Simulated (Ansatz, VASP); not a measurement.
## Two plane-wave programs on BN

```
B N
1.0
    -2.55394    0.00000    0.00000
    -1.27697   -2.21178    0.00000
    -0.76618    0.00000   12.68056
B N
6 6
Direct
  0.59795 0.66667 0.22904
  0.49795 0.66667 0.56237
  0.39795 0.66667 0.89571
  0.31462 0.33333 0.06237
  0.21462 0.33333 0.39571
  0.11462 0.33333 0.72904
  0.63540 0.66667 0.10423
  0.53540 0.66667 0.43756
  0.43540 0.66667 0.77089
  0.05207 0.33333 0.93756
  0.25207 0.33333 0.27089
  0.15207 0.33333 0.60423
```

Alike in both runs: task single point; functional r2SCAN; k mesh 10 × 10 × 2; occupations gaussian, width 0.05 eV; no spin polarisation.

|  | VASP | Ansatz |
| --- | --- | --- |
| version | VASP 6.6.1 | Ansatz 0.2.0 |
| potentials or method | VASP PAW PBE potentials, release 64 (B, N), cutoff 520 eV | scalar-relativistic, plane waves, PAW |
| valence electrons in the cell | 48 | 48 |

|  | VASP | Ansatz | Ansatz less VASP |
| --- | --- | --- | --- |
| gap on the k mesh at the Fermi level (eV) | 4.34 | 4.34 | +0.005 |
| least direct gap on the mesh (eV) | 6.13 | 6.13 | +0.003 |
| pressure (GPa) | -3.3 | -4.3 | -1.03 |
| traceless stress, the component that is largest in VASP (GPa) | 15.38 | 15.39 | +0.016 |
| rms of the force components (eV/Å) | 0.804 | 0.808 | +0.0040 |

VASP's potentials were made for PBE, not for r2SCAN. Atom by atom the forces differ by 0.008 eV/Å (rms over components).
